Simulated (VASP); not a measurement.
Runs of VASP 6.6.1 on Pt3Se2. The structure is that of space group P4/mmm (No. 123), or close to it. The cells are those of the table. 

```csv
task,cell,k mesh,cutoff (eV),gap on the mesh (eV),pressure (GPa),relaxed volume (Å³/atom)
single point,"a = 4.916, b = 4.916, c = 4.725 Å, 5 atoms",8 × 8 × 8,520,none,(b),-
single point,"a = 4.538, b = 4.538, c = 5.603 Å, 5 atoms",4 × 4 × 4,520,none,1.3,-
relaxation of cell and atoms,"relaxed from a = 4.538, b = 4.538, c = 5.603 Å, 5 atoms",4 × 4 × 4,600,none,0.0,(a)
relaxation of cell and atoms,"relaxed from a = 4.902, b = 4.902, c = 4.744 Å, 5 atoms",8 × 8 × 8,600,none,0.0,22.86
single point,"a = 4.902, b = 4.902, c = 4.744 Å, 5 atoms",4 × 4 × 4,520,none,0.2,-
```

Alike in all rows: level PBE; potentials or basis VASP PAW PBE potentials, release 64 (Pt, Se); no spin polarisation; smearing gaussian 0.1 eV.

Problem. Fill in the values left out.

Solution. (a) 22.85; (b) 0.1.

Caveats: spin-orbit coupling is left out, which moves the levels of the heavy elements.

A k mesh can miss the band edges, and the runs leave out spin-orbit coupling on Pt, Se.

A gap of «none» marks levels without a gap at the run's occupations.
